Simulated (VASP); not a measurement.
Set up this calculation in VASP 6.6.1, as the native input.

| Quantity | Value |
| --- | --- |
| Task | relaxation of cell and atoms |
| Functional | PBE |
| Potentials or basis | VASP PAW PBE potentials, release 64 (As, Bi_d) |
| Cutoff | 600 eV |
| k mesh | 13 × 13 × 13 |
| Occupations | fermi-dirac, width 0.05 eV |
| Spin | no spin polarisation |
| Dipole correction | no |
| Further INCAR settings | ALGO = Normal; EDIFF = 1e-06; IBRION = 2; EDIFFG = -0.005; NSW = 100; ISIF = 3 |

The structure of BiAs (CsCl type) lies in POSCAR:

```
BiAs
1.0
    3.2421526358      0.0000000000      0.0000000000
    0.0000000000      3.2421526358      0.0000000000
    0.0000000000      0.0000000000      3.2421526358
As Bi
1 1
Direct
    0.0000000000      0.0000000000      0.0000000000
    0.5000000000      0.5000000000      0.5000000000
```

The input as run:

INCAR

```
SYSTEM = BiAs
ALGO     = Normal         ! electronic algorithm
EDIFF    = 1E-6           ! SCF threshold, eV
EDIFFG   = -0.005         ! ionic threshold
ENCUT    = 600            ! plane-wave cutoff, eV
GGA      = PE             ! functional
IBRION   = 2              ! ionic algorithm
ISIF     = 3              ! what is computed and relaxed
ISMEAR   = -1             ! smearing method
LASPH    = .TRUE.         ! aspherical terms in the spheres
LCHARG   = .FALSE.        ! write CHGCAR
LREAL    = .FALSE.        ! projectors in reciprocal space
LWAVE    = .FALSE.        ! write WAVECAR
NELM     = 80             ! most SCF steps
NSW      = 100            ! ionic steps
PREC     = Accurate       ! precision mode
SIGMA    = 0.05           ! smearing width, eV
```

KPOINTS

```
k-points
0
G
  13 13 13
  0 0 0
```

Potentials or basis: VASP PAW PBE potentials, release 64 (As, Bi_d).

The run is started by

```bash
$ cat potpaw_PBE.64/As/POTCAR potpaw_PBE.64/Bi_d/POTCAR > POTCAR
$ mpirun -np 1 vasp_std > vasp.out
```

It gave:

```
Relaxed volume                         : 25.23 Å³/atom
Relaxed cell                           : a = 3.695 Å, b = 3.695 Å, c = 3.695 Å, α = 90.00°, β = 90.00°, γ = 90.00°
Space group after relaxing (to 0.05 Å) : Pm-3m (No. 221)
Energy gained by relaxing              : 1078.9 meV/atom
Ionic steps                            : 23
Pressure after relaxing                : 0.0 GPa
Band gap on the k mesh                 : zero (band 10 reaches 8.00 eV, above the bottom of band 11 at 5.15 eV)
```

Caveat: the volume moved by over 15 % at a fixed basis, so the end points are rough; spin-orbit coupling is left out, which moves the levels of the heavy elements.

It took 3.4 min on 1 thread of Intel Xeon 6975P-C, with other jobs on the host, peak memory 0.2 GiB.
